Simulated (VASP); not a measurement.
Crystal: Mo.

```
Mo
1.0
    -1.58381    1.58381    1.58381
     1.58381   -1.58381    1.58381
     1.58381    1.58381   -1.58381
Mo
1
Direct
  0.00000 0.00000 0.00000
```

| Quantity | Value |
| --- | --- |
| Program | VASP 6.6.1 |
| Task | relaxation of cell and atoms |
| Functional | PBEsol |
| Potentials or basis | VASP PAW PBE potentials, release 64 (Mo_sv) |
| Cutoff | 600 eV |
| k mesh | 12 × 12 × 12 |
| Occupations | fermi-dirac, width 0.05 eV |
| Spin | no spin polarisation |

At the start: pressure -9.2 GPa; volume 15.89 Å³/atom.

Where does the relaxation end?

Over 4 steps the energy falls by 16.3 meV/atom and the volume is 15.35 Å³/atom (-3.4 %); space group Im-3m (No. 229, to 0.05 Å).

The path:
| step | energy change (eV) | largest force (eV/Å) | pressure (GPa) | volume (Å³) |
| --- | --- | --- | --- | --- |
| 1 | 0.0000 | 0.0000 | -9.23 | 15.89 |
| 2 | 0.1322 | 0.0000 | 35.36 | 13.88 |
| 3 | -0.0163 | 0.0000 | -0.39 | 15.37 |
| 4 | -0.0163 | 0.0000 | -0.07 | 15.35 |

Final structure:
```yaml
crystal:
  lattice:
    - [-1.56554, 1.56554, 1.56554]
    - [1.56554, -1.56554, 1.56554]
    - [1.56554, 1.56554, -1.56554]
  atoms:
    - { symbol: Mo, position: [0.00000, 0.00000, 0.00000] }
```

Caveat: the PAW data sets were made with another functional, which shifts forces and pressure a little.
